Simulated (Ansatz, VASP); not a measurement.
# ZnO in VASP and in Ansatz

File INCAR:

```
SYSTEM = ZnO
ALGO = Normal ; EDIFF = 1E-6
EDIFFG = -0.04 ; ENCUT = 600
GGA = PE ; IBRION = 2
ISIF = 3 ; ISMEAR = 0
LASPH = .True. ; LCHARG = .False.
LREAL = .False. ; LWAVE = .False.
NELM = 60 ; NSW = 90
PREC = Accurate ; SIGMA = 0.1
```

The input KPOINTS:

```
k-points
0
Gamma
  6 6 6
  0 0 0
```

The input POSCAR:

```
ZnO
1.0
   -1.9144167100      1.9144167100      3.5418747700
    1.9144167100     -1.9144167100      3.5418747700
    1.9144167100      1.9144167100     -3.5418747700
Zn O
4 4
Direct
    0.6600961200      0.6250000000      0.5350961200
    0.0899038800      0.1250000000      0.4649038800
    0.3750000000      0.9100961200      0.0350961200
    0.8750000000      0.3399038800      0.9649038800
    0.3750000000      0.3399038800      0.4649038800
    0.8750000000      0.9100961200      0.5350961200
    0.0899038800      0.6250000000      0.9649038800
    0.6600961200      0.1250000000      0.0350961200
```

Input for Ansatz:

```yaml
crystal:
  lattice:
    - [-1.91441671, 1.91441671, 3.54187477]
    - [1.91441671, -1.91441671, 3.54187477]
    - [1.91441671, 1.91441671, -3.54187477]
  atoms:
    - { symbol: Zn, position: [0.66009612, 0.625, 0.53509612] }
    - { symbol: Zn, position: [0.08990388, 0.125, 0.46490388] }
    - { symbol: Zn, position: [0.375, 0.91009612, 0.03509612] }
    - { symbol: Zn, position: [0.875, 0.33990388, 0.96490388] }
    - { symbol: O, position: [0.375, 0.33990388, 0.46490388] }
    - { symbol: O, position: [0.875, 0.91009612, 0.53509612] }
    - { symbol: O, position: [0.08990388, 0.625, 0.96490388] }
    - { symbol: O, position: [0.66009612, 0.125, 0.03509612] }
basis:
  ecutwfc: 420
kpoints:
  mp_grid: { grid: [6, 6, 6] }
hamiltonian:
  xc: pbe
scf:
  occupations: { method: gaussian, width: 0.1 }
  lower_state_search: "off"
output:
  forces: true
  stress: true
  eigenvalues: true
relax:
  adjacent_minimum: "off"
  f_tol: 0.04
  max_steps: 70
  cell: { stress_tol: 0.4 }
```

Alike in both runs: task relaxation of cell and atoms; functional PBE; k mesh 6 × 6 × 6; occupations gaussian, width 0.1 eV; no spin polarisation.

|  | VASP | Ansatz |
| --- | --- | --- |
| version | VASP 6.6.1 | Ansatz 0.2.0 |
| potentials or method | VASP PAW PBE potentials, release 64 (Zn, O), cutoff 600 eV | scalar-relativistic, plane waves, PAW |
| valence electrons in the cell | 72 | 72 |

|  | VASP | Ansatz | Ansatz less VASP |
| --- | --- | --- | --- |
| gap on the k mesh at the Fermi level, each at its own relaxed structure (eV) | 0.70 | 0.74 | +0.039 |
| relaxed volume (Å³/atom) | 10.11 | 10.15 | +0.037 |
| relaxed cell length with the largest relative difference (Å) | 5.267 | 5.293 | +0.0257 |

Noted on VASP's run: the volume moved by over 15 % at a fixed basis, so the end points are rough.
